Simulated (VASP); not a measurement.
# V (Pm-3n) in VASP: single point with PBE

Aim: the single point of V with PBE.

Program: VASP 6.6.1. These are calculated values, not measurements. Logs are shortened: lines on timing, memory, paths and dates and some standing lists are left out, and cuts for length are marked.

## Step 1: The cell of the first run

The structure is cubic, space group Pm-3n (No. 223). Conventional cell: a = 4.788 Å, b = 4.788 Å, c = 4.788 Å, α = 90.00°, β = 90.00°, γ = 90.00°. V (site symmetry m-3) has 12 V at 2.68 Å within 3.5 Å. Within 3.2 Å of V (site symmetry -4m2) lie 14 V at 2.39 to 2.93 Å.

## Step 2: Single point, PBE

INCAR reads:

```
PREC     = Accurate       # precision mode
ENCUT    = 520            # plane-wave cutoff, eV
EDIFF    = 1E-7           # SCF threshold, eV
ISMEAR   = 0              # smearing method
SIGMA    = 0.1            # smearing width, eV
LREAL    = False          # projectors in reciprocal space
LASPH    = True           # aspherical terms in the spheres
NELM     = 100            # most SCF steps
ALGO     = Normal         # electronic algorithm
ISIF     = 2              # what is computed and relaxed
LWAVE    = False          # write WAVECAR
LCHARG   = True           # write CHGCAR
GGA      = PE             # functional
LELF     = True           # ELF
LVHAR    = True         
NBANDS   = 62             # bands
```

KPOINTS reads:

```
regular mesh
0
Gamma
  8 8 8
```

POSCAR reads:

```
V
1.0
    4.7877446255      0.0000000000      0.0000000000
    0.0000000000      4.7877446255      0.0000000000
    0.0000000000      0.0000000000      4.7877446255
V
8
Direct
    0.5000000000      0.5000000000      0.5000000000
    0.0000000000      0.0000000000      0.0000000000
    0.2500000000      0.0000000000      0.5000000000
    0.5000000000      0.2500000000      0.0000000000
    0.5000000000      0.7500000000      0.0000000000
    0.7500000000      0.0000000000      0.5000000000
    0.0000000000      0.5000000000      0.7500000000
    0.0000000000      0.5000000000      0.2500000000
```

Potentials or basis: VASP PAW PBE potentials, release 64 (V_sv).

On the command line:

```sh
$ cat potpaw_PBE.64/V_sv/POTCAR > POTCAR
$ mpirun -np 1 vasp_std > vasp.out
```

OUTCAR:

```text
PREC = Accurate
   ENCUT = 520
   EDIFF = 1E-7
   ISMEAR = 0
   LREAL = False
   LASPH = True
   NELM = 100
   ISIF = 2
   GGA = PE

 ion  position               nearest neighbor table
   1  0.500  0.500  0.500-   3 2.68   4 2.68   5 2.68   6 2.68   7 2.68   8 2.68   4 2.68   5 2.68
                             3 2.68   6 2.68   7 2.68   8 2.68
   2  0.000  0.000  0.000-   3 2.68   4 2.68   5 2.68   6 2.68   7 2.68   8 2.68   3 2.68   6 2.68
                             7 2.68   8 2.68   4 2.68   5 2.68
   3  0.250  0.000  0.500-   6 2.39   6 2.39   1 2.68   2 2.68   1 2.68   2 2.68
   4  0.500  0.250  0.000-   5 2.39   5 2.39   1 2.68   1 2.68   2 2.68   2 2.68
   5  0.500  0.750  0.000-   4 2.39   4 2.39   1 2.68   1 2.68   2 2.68   2 2.68
   6  0.750  0.000  0.500-   3 2.39   3 2.39   1 2.68   2 2.68   1 2.68   2 2.68
   7  0.000  0.500  0.750-   8 2.39   8 2.39   1 2.68   2 2.68   2 2.68   1 2.68
   8  0.000  0.500  0.250-   7 2.39   7 2.39   1 2.68   2 2.68   2 2.68   1 2.68

  LATTYP: Found a simple cubic cell.
 ALAT       =     4.7877446255

  Lattice vectors:

 A1 = (   4.7877446255,   0.0000000000,   0.0000000000)
 A2 = (   0.0000000000,   4.7877446255,   0.0000000000)
 A3 = (   0.0000000000,   0.0000000000,   4.7877446255)

Analysis of symmetry for initial positions (statically):
=====================================================================
 Subroutine PRICEL returns:
 Original cell was already a primitive cell.

 Routine SETGRP: Setting up the symmetry group for a
 simple cubic supercell.

 Subroutine GETGRP returns: Found 48 space group operations
 (whereof 24 operations were pure point group operations)
 out of a pool of 48 trial point group operations.

The static configuration has the point symmetry T_h .
 The point group associated with its full space group is O_h .

Analysis of symmetry for dynamics (positions and initial velocities):
=====================================================================
 Subroutine PRICEL returns:
 Original cell was already a primitive cell.

 Routine SETGRP: Setting up the symmetry group for a
 simple cubic supercell.

 Subroutine GETGRP returns: Found 48 space group operations
 (whereof 24 operations were pure point group operations)
 out of a pool of 48 trial point group operations.

The dynamic configuration has the point symmetry T_h .
 The point group associated with its full space group is O_h .

 Subroutine INISYM returns: Found 48 space group operations
 (whereof 24 operations are pure point group operations),
 and found     1 'primitive' translations

----------------------------------------------------------------------------------------

                                     Primitive cell

  volume of cell :     109.7471

  direct lattice vectors                    reciprocal lattice vectors
     4.787744626  0.000000000  0.000000000     0.208866612  0.000000000  0.000000000
     0.000000000  4.787744626  0.000000000     0.000000000  0.208866612  0.000000000
     0.000000000  0.000000000  4.787744626     0.000000000  0.000000000  0.208866612

  length of vectors
     4.787744626  4.787744626  4.787744626     0.208866612  0.208866612  0.208866612

  position of ions in fractional coordinates (direct lattice)
     0.500000000  0.500000000  0.500000000
     0.000000000  0.000000000  0.000000000
     0.250000000  0.000000000  0.500000000
     0.500000000  0.250000000  0.000000000
     0.500000000  0.750000000  0.000000000
     0.750000000  0.000000000  0.500000000
     0.000000000  0.500000000  0.750000000
     0.000000000  0.500000000  0.250000000

  ion indices of the primitive-cell ions
   primitive index   ion index
                 1           1
                 2           2
                 3           3
                 4           4
                 5           5
                 6           6
                 7           7
                 8           8

----------------------------------------------------------------------------------------

 KPOINTS: regular mesh

Automatic generation of k-mesh.
 Grid dimensions read from file:
 generate k-points for:    8    8    8

 Generating k-lattice:

  Cartesian coordinates                     Fractional coordinates (reciprocal lattice)
     0.026108327  0.000000000  0.000000000     0.125000000  0.000000000  0.000000000
     0.000000000  0.026108327  0.000000000     0.000000000  0.125000000  0.000000000
     0.000000000  0.000000000  0.026108327     0.000000000  0.000000000  0.125000000

  Length of vectors
     0.026108327  0.026108327  0.026108327

  Shift w.r.t. Gamma in fractional coordinates (k-lattice)
     0.000000000  0.000000000  0.000000000

 Subroutine IBZKPT returns following result:
 ===========================================

 Found     35 irreducible k-points:

 Following reciprocal coordinates:
            Coordinates               Weight
  0.000000  0.000000  0.000000      1.000000
  0.125000  0.000000  0.000000      6.000000
  0.250000  0.000000  0.000000      6.000000
  0.375000  0.000000  0.000000      6.000000
  0.500000  0.000000  0.000000      3.000000
  0.125000  0.125000  0.000000     12.000000
[... 16 lines left out ...]
  0.375000  0.375000  0.125000     24.000000
  0.500000  0.375000  0.125000     24.000000
 [... further k-points ...]
   k-points           NKPTS =     35   k-points in BZ     NKDIM =     35   number of bands    NBANDS=     62
   number of dos      NEDOS =    301   number of ions     NIONS =      8
   total plane-waves  NPLWV =  46656
   dimension x,y,z NGX =    36 NGY =   36 NGZ =   36
   dimension x,y,z NGXF=    72 NGYF=   72 NGZF=   72
   ions per type =               8
   NGX,Y,Z   is equivalent  to a cutoff of  12.50, 12.50, 12.50 a.u.
   NGXF,Y,Z  is equivalent  to a cutoff of  25.00, 25.00, 25.00 a.u.
 SYSTEM =  unknown system
   PREC   = accura    normal or accurate (medium, high low for compatibility)
   ISTART =      0    job   : 0-new  1-cont  2-samecut
   ICHARG =      2    charge: 1-file 2-atom 10-const
   ISPIN  =      1    spin polarized calculation?
   LNONCOLLINEAR =      F non collinear calculations
   LSORBIT =      F    spin-orbit coupling
   LASPH  =      T    aspherical Exc in radial PAW
   ENCUT  =  520.0 eV  38.22 Ry    6.18 a.u.   8.90  8.90  8.90*2*pi/ulx,y,z
   NELM   =    100;   NELMIN=  2; NELMDL= -5     # of ELM steps
   EDIFF  = 0.1E-06   stopping-criterion for ELM
   LREAL  =      F    real-space projection
   EDIFFG = 0.1E-05   stopping-criterion for IOM
   NSW    =      0    number of steps for IOM
   IBRION =     -1    ionic relax: 0-MD 1-quasi-New 2-CG
   NFREE  =      0    steps in history (QN), initial steepest desc. (CG)
   ISIF   =      2    stress and relaxation
   ISYM   =      2    0-nonsym 1-usesym 2-fastsym
   POTIM  = 0.5000    time-step for ionic-motion
   TEBEG  =    0.0;   TEEND  =   0.0 temperature during run
   PSTRESS=    0.0 pullay stress
   NELECT =     104.0000    total number of electrons
   NUPDOWN=      -1.0000    fix difference up-down
   EMIN   =  10.00;   EMAX   =-10.00  energy-range for DOS
   EFERMI =   0.00;   METHOD = LEGACY
   ISMEAR =     0;   SIGMA  =   0.10  broadening in eV -4-tet -1-fermi 0-gaus
   EFERMI_NEDOS =   21; number of points for ismear=-14 and -15
   IALGO  =     38    algorithm
   IMIX   =      4    mixing-type and parameters
     AMIX     =   0.40;   BMIX     =  1.00
     AMIX_MAG =   1.60;   BMIX_MAG =  1.00
  volume/ion in A,a.u.               =      13.72        92.58
  Fermi-wavevector in a.u.,A,eV,Ry     =   1.608008  3.038695 35.180460  2.585691
  Thomas-Fermi vector in A             =   2.703946
   LORBIT       =      0    0 simple, 1 ext, 2 COOP (PROOUT), +10 PAW based schemes
   GGA     = PE    functional components
   LHFCALC =     F    Hartree Fock is set to
   AEXX    =    0.0000 exact exchange contribution
   IVDW    =     0    specifies the selected vdW correction
   LEPSILON=     F    determine dielectric tensor
   LRPA    =     F    only Hartree local field effects (RPA)
 non-spin polarized calculation
 Gauss-broadening in eV      SIGMA  =   0.10
  energy-cutoff  :      520.00
  volume of cell :      109.75
 maximum number of plane-waves:      3016
 NGX is ok and might be reduce to    36
   NGX = 17   NGY = 17   NGZ = 17

 number of electron     104.0000008 magnetization

 Free energy of the ion-electron system (eV)
  ---------------------------------------------------
  ext. energy  EPLUGINS =         0.00000000
  ---------------------------------------------------
  free energy    TOTEN  =       -71.57539554 eV

  energy without entropy =      -71.52774487  energy(sigma->0) =      -71.55157020

 E-fermi :   9.4833     XC(G=0): -12.8069

 val. band max:        9.4803045275   @ k =   0.5000   0.5000   0.3750
 cond. band min:       9.4877636743   @ k =   0.3750   0.3750   0.0000
 fundamental gap:      0.0074591468
 Fermi energy:         9.4832514268

 k-point     1 :       0.0000    0.0000    0.0000
  band No.  band energies     occupation
      1     -54.3789      2.00000
      2     -54.2425      2.00000
      3     -54.2425      2.00000
      4     -54.2420      2.00000
      5     -54.1654      2.00000
      6     -54.0644      2.00000
[... 54 lines left out ...]
     61      11.4282      0.00000
     62      11.4285      0.00000

 k-point     2 :       0.1250    0.0000    0.0000
  band No.  band energies     occupation
      1     -54.3733      2.00000
      2     -54.2472      2.00000
      3     -54.2399      2.00000
      4     -54.2377      2.00000
      5     -54.1670      2.00000
      6     -54.0711      2.00000
[... 54 lines left out ...]
     61      11.3119      0.00000
     62      11.5142      0.00000

 k-point     3 :       0.2500    0.0000    0.0000
  band No.  band energies     occupation
      1     -54.3576      2.00000
      2     -54.2611      2.00000
      3     -54.2334      2.00000
      4     -54.2250      2.00000
      5     -54.1701      2.00000
      6     -54.0900      2.00000
[... 1354 lines left out ...]
     61      11.5146      0.00000
     62      11.5151      0.00000

 k-point    24 :       0.5000    0.3750    0.1250
  band No.  band energies     occupation
      1     -54.2744      2.00000
      2     -54.2669      2.00000
      3     -54.2394      2.00000
      4     -54.1886      2.00000
      5     -54.1617      2.00000
      6     -54.1484      2.00000
[... 54 lines left out ...]
     61      11.3488      0.00000
     62      11.6103      0.00000

 [... further k-points ...]

------------------------ aborting loop because EDIFF is reached ----------------------------------------

  FORCE on cell =-STRESS in cart. coord.  units (eV):
  Direction    XX          YY          ZZ          XY          YZ          ZX
  --------------------------------------------------------------------------------------
  -------------------------------------------------------------------------------------
  Total        0.1441883      0.1441883      0.1441883      0.0000000      0.0000000      0.0000000
  in kB        2.1049784      2.1049784      2.1049784      0.0000000      0.0000000      0.0000000
  external PRESSURE =       2.1049784 kB  Pullay stress =       0.0000000 kB

 VOLUME and BASIS-vectors are now :
 -----------------------------------------------------------------------------
  energy-cutoff  :      520.00
  volume of cell :      109.75
      direct lattice vectors                 reciprocal lattice vectors
     4.787744626  0.000000000  0.000000000     0.208866612  0.000000000  0.000000000
     0.000000000  4.787744626  0.000000000     0.000000000  0.208866612  0.000000000
     0.000000000  0.000000000  4.787744626     0.000000000  0.000000000  0.208866612

 POSITION                                       TOTAL-FORCE (eV/Angst)
 -----------------------------------------------------------------------------------
      2.39387      2.39387      2.39387        -0.000000     -0.000000      0.000000
      0.00000      0.00000      0.00000        -0.000000     -0.000000      0.000000
      1.19694      0.00000      2.39387         0.000000     -0.000000      0.000000
      2.39387      1.19694      0.00000         0.000000      0.000000     -0.000000
      2.39387      3.59081      0.00000         0.000000     -0.000000     -0.000000
      3.59081      0.00000      2.39387        -0.000000     -0.000000     -0.000000
      0.00000      2.39387      3.59081        -0.000000      0.000000      0.000000
      0.00000      2.39387      1.19694        -0.000000      0.000000     -0.000000
 -----------------------------------------------------------------------------------
    total drift:                                0.000000      0.000000     -0.000000

  FREE ENERGIE OF THE ION-ELECTRON SYSTEM (eV)
  ---------------------------------------------------
  free  energy   TOTEN  =       -71.5753955350 eV

  energy  without entropy=      -71.5277448694  energy(sigma->0) =      -71.55157020
```

Run time: 2.9 min. Hardware: 1 thread of Intel Xeon Platinum 8488C (Sapphire Rapids), shared host; peak memory 0.31 GiB.

What came out:

```
Free energy            : -71.5754 eV
Pressure               : 0.2 GPa
Band gap on the k mesh : zero (band 52 reaches 9.51 eV, above the bottom of band 53 at 9.43 eV)
```

Levels at points of the mesh, in eV from the Fermi level:
```csv
k point,band 49,band 50,band 51,band 52,band 53,band 54,band 55,band 56
"(0.00, 0.00, 0.00)",-0.66,-0.66,-0.61,-0.61,0.01,0.01,0.59,0.59
"(0.50, 0.00, 0.00)",-0.12,-0.12,-0.11,-0.11,0.24,0.24,0.35,0.35
"(0.50, 0.50, 0.00)",-0.45,-0.43,-0.43,-0.09,0.16,0.53,0.53,1.08
"(0.50, 0.50, 0.50)",-0.58,-0.58,-0.03,-0.03,-0.03,-0.03,-0.03,-0.03
```
